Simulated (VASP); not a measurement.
## CuAs3: single point with PBE

CuAs3:

```xyz
8
Lattice="8.8414 0.0000 0.0000 -4.4207 7.6568 0.0000 0.0000 0.0000 3.8795" Properties=species:S:1:pos:R:3 pbc="T T T"
Cu    0.0000    5.1046    0.9699
Cu    4.4207    2.5523    2.9096
As    4.4207    4.0153    0.9699
As   -1.2670    5.8361    2.9096
As    3.1537    1.8208    0.9699
As    0.0000    3.6415    2.9096
As    5.6877    1.8208    0.9699
As    1.2670    5.8361    2.9096
```

```yaml
Program: VASP 6.6.1
Task: single point
Functional: PBE
Potentials_or_basis: VASP PAW PBE potentials, release 64 (Cu, As)
Cutoff: 520 eV
k_mesh: 6 × 6 × 10
Occupations: gaussian, width 0.1 eV
Spin: no spin polarisation
Dipole_correction: no
Further_INCAR_settings: ALGO = Normal; EDIFF = 1e-06; NBANDS = 36
```

| Property | Result |
| --- | --- |
| Pressure | 0.3 GPa |
| Largest force | 0.079 eV/Å |
| Band gap on the k mesh | zero (bands 26 and 27 overlap by 3.32 eV) |

Forces in eV/Å, atoms in the order of the input:
```
Cu   0.000  0.000  0.000
Cu   0.000  0.000  0.000
As   0.000  0.079  0.000
As  -0.069  0.040  0.000
As  -0.069 -0.040  0.000
As   0.000 -0.079  0.000
As   0.069 -0.040  0.000
As   0.069  0.040  0.000
```

Levels at points of the mesh, in eV from the Fermi level:
```
           k point  band 23  band 24  band 25  band 26  band 27  band 28  band 29  band 30
(0.00, 0.00, 0.00)    -1.95    -1.95     0.91     1.80     1.80     1.93     1.93     2.05
(0.50, 0.00, 0.00)    -1.71    -1.58     1.34     1.47     1.72     1.80     1.84     2.15
(0.00, 0.00, 0.50)    -2.18    -2.18    -1.10    -1.10    -1.10    -1.10     2.37     2.37
(0.50, 0.00, 0.50)    -1.74    -1.74    -1.52    -1.52    -1.40    -1.40     2.37     2.37
```

Wall time 4.8 min on 1 thread of Intel(R) Xeon(R) Platinum 8559C (Emerald Rapids), on a shared host, peak memory 0.58 GiB.

Caveat: this functional lacks dispersion, which binds layers or chains, so the pressure and a relaxed spacing across them are unreliable.
